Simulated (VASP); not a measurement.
Wanted: the native input for a VASP 6.6.1 run.

```yaml
Task: single point
Functional: PBE
Potentials_or_basis: VASP PAW PBE potentials, release 64 (Hf_pv, O)
Cutoff: 600 eV
k_mesh: 8 × 8 × 8
Occupations: gaussian, width 0.1 eV
Spin: no spin polarisation
Dipole_correction: no
Further_INCAR_settings: ALGO = Normal; EDIFF = 1e-06; NBANDS = 18
```

The structure of HfO2 (t.b) lies in POSCAR:

```
HfO2
1.0
    0.0000000000      2.5482641019      2.5482641019
    2.5482641019      0.0000000000      2.5482641019
    2.5482641019      2.5482641019      0.0000000000
Hf O
1 2
Direct
    0.0000000000      0.0000000000      0.0000000000
    0.2500000000      0.2500000000      0.2500000000
    0.7500000000      0.7500000000      0.7500000000
```

These files were run (other wordings do the same):

INCAR

```
PREC = Accurate
ENCUT = 600
EDIFF = 1E-6
ISMEAR = 0
SIGMA = 0.1
LREAL = F
LASPH = T
NELM = 120
ALGO = Normal
ISIF = 2
LWAVE = F
LCHARG = F
GGA = PE
NBANDS = 18
GGA_COMPAT = F
```

KPOINTS

```
regular mesh
0
Gamma
  8 8 8
```

Potentials or basis: VASP PAW PBE potentials, release 64 (Hf_pv, O).

The run is started by

```bash
$ cat potpaw_PBE.64/Hf_pv/POTCAR potpaw_PBE.64/O/POTCAR > POTCAR
$ mpirun -np 1 vasp_std > vasp.out
```

Results of the run:

* Pressure: -3.7 GPa
* Band gap on the k mesh: 3.76 eV, direct

Caveat: spin-orbit coupling is left out, which moves the levels of the heavy elements.

Run time: 23 s on 1 thread of AMD EPYC 7R43 64-Core Processor (Zen 3), on a shared host, peak memory 0.15 GiB.
